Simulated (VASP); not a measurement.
Set up this calculation in VASP 6.6.1, as the native input.

```yaml
Task: single point
Functional: PBE
Potentials_or_basis: VASP PAW PBE potentials, release 64 (Sb)
Cutoff: 520 eV
k_mesh: 12 × 12 × 12
Occupations: fermi-dirac, width 0.05 eV
Spin: no spin polarisation
Dipole_correction: no
Further_INCAR_settings: ALGO = Normal; EDIFF = 1e-06; NBANDS = 8
```

The structure of Sb lies in POSCAR:

```
Sb
1.0
    0.0000000000      2.3741500000      2.3050000000
    2.3741500000      0.0000000000      2.3050000000
    2.3741500000      2.3741500000      0.0000000000
Sb
1
Direct
    0.0000000000      0.0000000000      0.0000000000
```

This cell differs from its parent crystal: equal xx and yy strain of +3 %.

These files were run (other wordings do the same):

INCAR

```
ALGO     = Normal         # electronic algorithm
EDIFF    = 1E-6           # SCF threshold, eV
ENCUT    = 520            # plane-wave cutoff, eV
GGA      = PE             # functional
ISIF     = 2              # what is computed and relaxed
ISMEAR   = -1             # smearing method
LASPH    = True           # aspherical terms in the spheres
LCHARG   = True           # write CHGCAR
LELF     = True           # ELF
LREAL    = False          # projectors in reciprocal space
LVHAR    = True         
LWAVE    = False          # write WAVECAR
NBANDS   = 8              # bands
NELM     = 100            # most SCF steps
PREC     = Accurate       # precision mode
SIGMA    = 0.05           # smearing width, eV
```

KPOINTS

```
k-points
0
Gamma
  12 12 12
```

Potentials or basis: VASP PAW PBE potentials, release 64 (Sb).

The run is started by

```console
$ cat potpaw_PBE.64/Sb/POTCAR > POTCAR
$ mpirun -np 1 vasp_std > vasp.out
```

It gave:

```
Pressure : 3.8 GPa
```

Caveat: the cell differs from its parent crystal (equal xx and yy strain of +3 %).

Wall time 14 s on 1 thread of Intel(R) Xeon(R) 6975P-C (Granite Rapids), with other jobs on the host, peak memory 0.18 GiB.
